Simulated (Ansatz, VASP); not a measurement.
Given: the input of a run of Ansatz 0.2.0 on SrO.

File input.yaml:

```yaml
crystal:
  lattice:
    - [0.0, 2.5490759911, 2.5490759911]
    - [2.5490759911, 0.0, 2.5490759911]
    - [2.5490759911, 2.5490759911, 0.0]
  atoms:
    - { symbol: Sr, position: [0.5, 0.5, 0.5] }
    - { symbol: O, position: [0.0, 0.0, 0.0] }
kpoints:
  mp_grid: { grid: [9, 9, 9] }
scf:
  occupations: { method: fermi_dirac, width: 0.05 }
hamiltonian:
  xc: pbesol
  pseudopotentials: { kind: all_electron, lapw: { basis_error: 0.0005 } }
output:
  forces: true
  stress: true
  eigenvalues: true
```

Potentials or basis: all-electron LAPW, scalar-relativistic.

Launch:

```console
$ ansatz run input.yaml --threads 1 --pin off --max-ram 3072MiB --backend cpu --events-out ev --progress --plain --runs-dir out
```

Q: Set up the same calculation for VASP 6.6.1. Potentials there: VASP PAW PBE potentials, release 64 (Sr_sv, O).

A: As run (the cutoff follows the program's own potentials):

INCAR

```
ALGO = Normal ; EDIFF = 1E-7
ENCUT = 520 ; GGA = PS
ISIF = 2 ; ISMEAR = -1
LASPH = T ; LCHARG = F
LREAL = F ; LWAVE = F
NBANDS = 15 ; NELM = 60
PREC = Accurate ; SIGMA = 0.05
```

File KPOINTS:

```
k-points
0
Gamma
  9 9 9
```

The input POSCAR:

```
SrO
1.0
    0.0000000000      2.5490759911      2.5490759911
    2.5490759911      0.0000000000      2.5490759911
    2.5490759911      2.5490759911      0.0000000000
Sr O
1 1
Direct
    0.5000000000      0.5000000000      0.5000000000
    0.0000000000      0.0000000000      0.0000000000
```

Potentials or basis: VASP PAW PBE potentials, release 64 (Sr_sv, O).

Command:

```bash
$ cat potpaw_PBE.64/Sr_sv/POTCAR potpaw_PBE.64/O/POTCAR > POTCAR
$ mpirun -np 1 vasp_std > vasp.out
```

Both were run:

|  | VASP | Ansatz | Ansatz less VASP |
| --- | --- | --- | --- |
| gap on the k mesh at the Fermi level (eV) | 3.19 | 3.24 | +0.049 |
| least direct gap on the mesh (eV) | 3.27 | 3.31 | +0.037 |
| pressure (GPa) | 2.1 | 1.4 | -0.68 |

VASP's potentials were made for PBE, not for PBEsol. Ansatz ran all-electron here, and VASP with PAW potentials.
